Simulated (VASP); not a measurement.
# Ta (P6_3/mmc) in VASP: relaxation of cell and atoms with r2SCAN

Aim: the relaxation of cell and atoms of Ta with r2SCAN.

All numbers are computed with VASP 6.6.1; they aren't measurements. Logs are shortened: lines on timing, memory, paths and dates and some standing lists are left out, and cuts for length are marked.

## Step 1: The cell of the first run

Symmetry: P6_3/mmc, No. 194, hexagonal system. Conventional cell: a = 2.942 Å, b = 2.942 Å, c = 4.805 Å, α = 90.00°, β = 90.00°, γ = 120.00°. Ta (site symmetry -6m2) has 12 Ta at 2.94 Å within 3.9 Å.

This isn't the form of Ta at room conditions, which is bcc.

## Step 2: Relaxation of cell and atoms, r2SCAN

POSCAR

```
Ta
1.0
    2.9422460000      0.0000000000      0.0000000000
   -1.4711230000      2.5480600000      0.0000000000
    0.0000000000      0.0000000000      4.8046680000
Ta
2
Direct
    0.0000000000      0.0000000000      0.0000000000
    0.3333333300      0.6666666700      0.5000000000
```

INCAR.step1

```
  ALGO = Normal
  EDIFF = 1E-4
  ENCUT = 600
  GGA = PE
  ISMEAR = 0
  LASPH = T
  LCHARG = F
  LREAL = F
  LWAVE = T
  NELM = 60
  PREC = Accurate
  SIGMA = 0.1
```

INCAR.step2

```
  ALGO = Normal
  EDIFF = 1E-7
  EDIFFG = -0.005
  ENCUT = 600
  IBRION = 2
  ISIF = 3
  ISMEAR = 0
  ISTART = 1
  LASPH = T
  LCHARG = F
  LMIXTAU = T
  LREAL = F
  LWAVE = F
  METAGGA = R2SCAN
  NELM = 60
  NSW = 100
  PREC = Accurate
  SIGMA = 0.1
```

KPOINTS

```
k-points
0
Gamma
  18 18 10
```

Potentials or basis: VASP PAW PBE potentials, release 64 (Ta_pv).

Command:

```console
$ cat potpaw_PBE.64/Ta_pv/POTCAR > POTCAR
$ cp INCAR.step1 INCAR
$ mpirun -np 1 vasp_std > vasp.out
$ cp INCAR.step2 INCAR
$ mpirun -np 1 vasp_std > vasp.out
```

OUTCAR:

```text
EDIFF = 1E-7
   EDIFFG = -0.005
   ENCUT = 600
   IBRION = 2
   ISIF = 3
   ISMEAR = 0
   ISTART = 1
   LASPH = T
   LREAL = F
   METAGGA = R2SCAN
   NELM = 60
   NSW = 100
   PREC = Accurate

 ion  position               nearest neighbor table
   1  0.000  0.000  0.000-   2 2.94   2 2.94   2 2.94   2 2.94   2 2.94   2 2.94
   2  0.333  0.667  0.500-   1 2.94   1 2.94   1 2.94   1 2.94   1 2.94   1 2.94

  LATTYP: Found a hexagonal cell.
 ALAT       =     2.9422460000
 C/A-ratio  =     1.6329932983

  Lattice vectors:

 A1 = (   2.9422460000,   0.0000000000,   0.0000000000)
 A2 = (  -1.4711230000,   2.5480600000,   0.0000000000)
 A3 = (   0.0000000000,   0.0000000000,   4.8046680000)

Analysis of symmetry for initial positions (statically):
=====================================================================
 Subroutine PRICEL returns:
 Original cell was already a primitive cell.

 Routine SETGRP: Setting up the symmetry group for a
 hexagonal supercell.

 Subroutine GETGRP returns: Found 24 space group operations
 (whereof 12 operations were pure point group operations)
 out of a pool of 24 trial point group operations.

The static configuration has the point symmetry D_3h.
 The point group associated with its full space group is D_6h.

Analysis of symmetry for dynamics (positions and initial velocities):
=====================================================================
 Subroutine PRICEL returns:
 Original cell was already a primitive cell.

 Routine SETGRP: Setting up the symmetry group for a
 hexagonal supercell.

 Subroutine GETGRP returns: Found 24 space group operations
 (whereof 12 operations were pure point group operations)
 out of a pool of 24 trial point group operations.

The dynamic configuration has the point symmetry D_3h.
 The point group associated with its full space group is D_6h.

 Subroutine INISYM returns: Found 24 space group operations
 (whereof 12 operations are pure point group operations),
 and found     1 'primitive' translations

----------------------------------------------------------------------------------------

                                     Primitive cell

  volume of cell :      36.0207

  direct lattice vectors                    reciprocal lattice vectors
     2.942246000  0.000000000  0.000000000     0.339876407  0.196227718  0.000000000
    -1.471123000  2.548060000  0.000000000     0.000000000  0.392455437  0.000000000
     0.000000000  0.000000000  4.804668000     0.000000000  0.000000000  0.208130926

  length of vectors
     2.942246000  2.942246190  4.804668000     0.392455462  0.392455437  0.208130926

  position of ions in fractional coordinates (direct lattice)
     0.000000000  0.000000000  0.000000000
     0.333333330  0.666666670  0.500000000

  ion indices of the primitive-cell ions
   primitive index   ion index
                 1           1
                 2           2

----------------------------------------------------------------------------------------

 KPOINTS: k-points

Automatic generation of k-mesh.
 Grid dimensions read from file:
 generate k-points for:   18   18   10

 Generating k-lattice:

  Cartesian coordinates                     Fractional coordinates (reciprocal lattice)
     0.018882023  0.010901540  0.000000000     0.055555556  0.000000000  0.000000000
     0.000000000  0.021803080  0.000000000     0.000000000  0.055555556  0.000000000
     0.000000000  0.000000000  0.020813093     0.000000000  0.000000000  0.100000000

  Length of vectors
     0.021803081  0.021803080  0.020813093

  Shift w.r.t. Gamma in fractional coordinates (k-lattice)
     0.000000000  0.000000000  0.000000000

 Subroutine IBZKPT returns following result:
 ===========================================

 Found    222 irreducible k-points:

 Following reciprocal coordinates:
            Coordinates               Weight
  0.000000  0.000000  0.000000      1.000000
  0.055556  0.000000  0.000000      6.000000
  0.111111  0.000000  0.000000      6.000000
  0.166667  0.000000  0.000000      6.000000
  0.222222  0.000000  0.000000      6.000000
  0.277778  0.000000  0.000000      6.000000
[... 16 lines left out ...]
  0.333333  0.111111  0.000000     12.000000
  0.388889  0.111111  0.000000     12.000000
 [... further k-points ...]
   k-points           NKPTS =    222   k-points in BZ     NKDIM =    222   number of bands    NBANDS=     15
   number of dos      NEDOS =    301   number of ions     NIONS =      2
   total plane-waves  NPLWV =  23040
   dimension x,y,z NGX =    24 NGY =   24 NGZ =   40
   dimension x,y,z NGXF=    48 NGYF=   48 NGZF=   80
   ions per type =               2
   NGX,Y,Z   is equivalent  to a cutoff of  13.56, 13.56, 13.84 a.u.
   NGXF,Y,Z  is equivalent  to a cutoff of  27.12, 27.12, 27.68 a.u.
 SYSTEM =  unknown system
   PREC   = accura    normal or accurate (medium, high low for compatibility)
   ISTART =      1    job   : 0-new  1-cont  2-samecut
   ICHARG =      0    charge: 1-file 2-atom 10-const
   ISPIN  =      1    spin polarized calculation?
   LNONCOLLINEAR =      F non collinear calculations
   LSORBIT =      F    spin-orbit coupling
   LASPH  =      T    aspherical Exc in radial PAW
   ENCUT  =  600.0 eV  44.10 Ry    6.64 a.u.   5.88  5.88  9.60*2*pi/ulx,y,z
   NELM   =     60;   NELMIN=  2; NELMDL=  0     # of ELM steps
   EDIFF  = 0.1E-06   stopping-criterion for ELM
   LREAL  =      F    real-space projection
   EDIFFG = -.5E-02   stopping-criterion for IOM
   NSW    =    100    number of steps for IOM
   IBRION =      2    ionic relax: 0-MD 1-quasi-New 2-CG
   NFREE  =      1    steps in history (QN), initial steepest desc. (CG)
   ISIF   =      3    stress and relaxation
   ISYM   =      2    0-nonsym 1-usesym 2-fastsym
   POTIM  = 0.5000    time-step for ionic-motion
   TEBEG  =    0.0;   TEEND  =   0.0 temperature during run
   PSTRESS=    0.0 pullay stress
   NELECT =      22.0000    total number of electrons
   NUPDOWN=      -1.0000    fix difference up-down
   EMIN   =  10.00;   EMAX   =-10.00  energy-range for DOS
   EFERMI =   0.00;   METHOD = LEGACY
   ISMEAR =     0;   SIGMA  =   0.10  broadening in eV -4-tet -1-fermi 0-gaus
   EFERMI_NEDOS =   21; number of points for ismear=-14 and -15
   IALGO  =     38    algorithm
   IMIX   =      4    mixing-type and parameters
     AMIX     =   0.40;   BMIX     =  1.00
     AMIX_MAG =   1.60;   BMIX_MAG =  1.00
  volume/ion in A,a.u.               =      18.01       121.54
  Fermi-wavevector in a.u.,A,eV,Ry     =   1.388988  2.624806 26.249539  1.929287
  Thomas-Fermi vector in A             =   2.513061
   LORBIT       =      0    0 simple, 1 ext, 2 COOP (PROOUT), +10 PAW based schemes
   METAGGA = R2SCAN    functional components
   LHFCALC =     F    Hartree Fock is set to
   AEXX    =    0.0000 exact exchange contribution
   IVDW    =     0    specifies the selected vdW correction
   LEPSILON=     F    determine dielectric tensor
   LRPA    =     F    only Hartree local field effects (RPA)
 conjugate gradient relaxation of ions
 non-spin polarized calculation
 Gauss-broadening in eV      SIGMA  =   0.10
  energy-cutoff  :      600.00
  volume of cell :       36.02
 maximum number of plane-waves:      1216
 NGX is ok and might be reduce to    24
   NGX = 11   NGY = 11   NGZ = 19

--------------------------------------- Ionic step        1  -------------------------------------------

 number of electron      22.0000002 magnetization

 Free energy of the ion-electron system (eV)
  ---------------------------------------------------
  ext. energy  EPLUGINS =         0.00000000
  ---------------------------------------------------
  free energy    TOTEN  =       -96.44912409 eV

  energy without entropy =      -96.43793383  energy(sigma->0) =      -96.44352896

------------------------ aborting loop because EDIFF is reached ----------------------------------------

  FORCE on cell =-STRESS in cart. coord.  units (eV):
  Direction    XX          YY          ZZ          XY          YZ          ZX
  --------------------------------------------------------------------------------------
  -------------------------------------------------------------------------------------
  Total        0.3415295      0.3415296      3.3291989     -0.0000000     -0.0000000     -0.0000000
  in kB       15.1910149     15.1910176    148.0806508     -0.0000000     -0.0000000     -0.0000000
  external PRESSURE =      59.4875611 kB  Pullay stress =       0.0000000 kB
[... 201 lines left out ...]
  energy  without entropy=      -96.5474232080  energy(sigma->0) =      -96.55352964

--------------------------------------- Ionic step        7  -------------------------------------------

 number of electron      22.0000003 magnetization

 Free energy of the ion-electron system (eV)
  ---------------------------------------------------
  ext. energy  EPLUGINS =         0.00000000
  ---------------------------------------------------
  free energy    TOTEN  =       -96.56188841 eV

  energy without entropy =      -96.54961062  energy(sigma->0) =      -96.55574952

 E-fermi :   5.5684     XC(G=0): -13.5871

 val. band max:        5.5668687829   @ k =   0.4444   0.1111   0.2000
 cond. band min:       5.5697175316   @ k =   0.2778   0.1111   0.4000
 fundamental gap:      0.0028487487
 Fermi energy:         5.5683806905

 k-point     1 :       0.0000    0.0000    0.0000
  band No.  band energies     occupation
      1     -30.2198      2.00000
      2     -29.3086      2.00000
      3     -29.2032      2.00000
      4     -29.2032      2.00000
      5     -29.1123      2.00000
      6     -29.1123      2.00000
      7      -3.1097      2.00000
      8       0.3744      2.00000
      9       5.0031      2.00000
     10       5.2823      1.99995
     11       6.2578      0.00000
     12       6.2578      0.00000
     13       6.8638      0.00000
     14       6.8638      0.00000
     15       8.8368      0.00000
[... 397 lines left out ...]
 k-point    24 :       0.3889    0.1111    0.0000
  band No.  band energies     occupation
      1     -30.2526      2.00000
      2     -30.1310      2.00000
      3     -29.7483      2.00000
      4     -29.5673      2.00000
      5     -29.4546      2.00000
      6     -29.4110      2.00000
      7       1.5589      2.00000
      8       2.0167      2.00000
      9       2.2282      2.00000
     10       4.5847      2.00000
     11       5.2788      1.99996
     12       6.1810      0.00000
     13       6.2490      0.00000
     14      10.2525      0.00000
     15      11.0615      0.00000

 [... further k-points ...]

------------------------ aborting loop because EDIFF is reached ----------------------------------------

  FORCE on cell =-STRESS in cart. coord.  units (eV):
  Direction    XX          YY          ZZ          XY          YZ          ZX
  --------------------------------------------------------------------------------------
  -------------------------------------------------------------------------------------
  Total       -0.0054370     -0.0054370     -0.0027095      0.0000000      0.0000000      0.0000000
  in kB       -0.2350369     -0.2350369     -0.1171270      0.0000000      0.0000000      0.0000000
  external PRESSURE =      -0.1957336 kB  Pullay stress =       0.0000000 kB
[... 17 lines left out ...]
  FREE ENERGIE OF THE ION-ELECTRON SYSTEM (eV)
  ---------------------------------------------------
  free  energy   TOTEN  =       -96.5618884081 eV

  energy  without entropy=      -96.5496106230  energy(sigma->0) =      -96.55574952

 reached required accuracy - stopping structural energy minimisation
```

Wall time 1.5 h (1 thread of Oxide Virtual Turin-like, shared host); peak memory 0.25 GiB.

What came out:

| Quantity | Value |
| --- | --- |
| Free energy | -96.5619 eV |
| Relaxed volume | 18.53 Å³/atom |
| Relaxed cell | a = 2.889 Å, b = 2.889 Å, c = 5.127 Å, α = 90.00°, β = 90.00°, γ = 120.00° |
| Space group after relaxing (to 0.1 Å) | P6_3/mmc (No. 194) |
| Energy gained by relaxing | 56.4 meV/atom |
| Ionic steps | 7 |
| Pressure after relaxing | 0.0 GPa |
| Band gap on the k mesh | zero (bands 11 and 12 overlap by 2.22 eV) |

The path:
```
step  energy change (eV)  largest force (eV/Å)  pressure (GPa)  volume (Å³)
   1              0.0000                0.0000            5.95        36.02
   2             -0.0145                0.0000          -11.50        39.56
   3             -0.0694                0.0000           -4.19        37.86
   4             -0.0980                0.0000            0.88        36.98
   5             -0.1117                0.0000           -1.19        37.30
   6             -0.1105                0.0000            1.84        36.72
   7             -0.1128                0.0000           -0.02        37.06
```

Final structure:
```
CELL_PARAMETERS angstrom
2.88924 0.00000 0.00000
-1.44462 2.50216 0.00000
0.00000 0.00000 5.12669
ATOMIC_POSITIONS crystal
Ta 0.00000 0.00000 0.00000
Ta 0.33333 0.66667 0.50000
```

Levels at points of the mesh, in eV from the Fermi level:
```csv
k point,band 9,band 10,band 11,band 12,band 13,band 14
"(0.00, 0.00, 0.00)",-0.57,-0.29,0.69,0.69,1.30,1.30
"(0.50, 0.00, 0.00)",-3.51,-0.62,-0.32,0.54,1.03,6.00
"(0.00, 0.00, 0.50)",-1.29,-1.29,0.75,0.75,0.75,0.75
"(0.50, 0.00, 0.50)",-2.42,-2.42,1.45,1.45,2.87,2.87
```

Caveat: the PAW data sets were made with another functional, which shifts forces and pressure a little; spin-orbit coupling is left out, which moves the levels of the heavy elements.
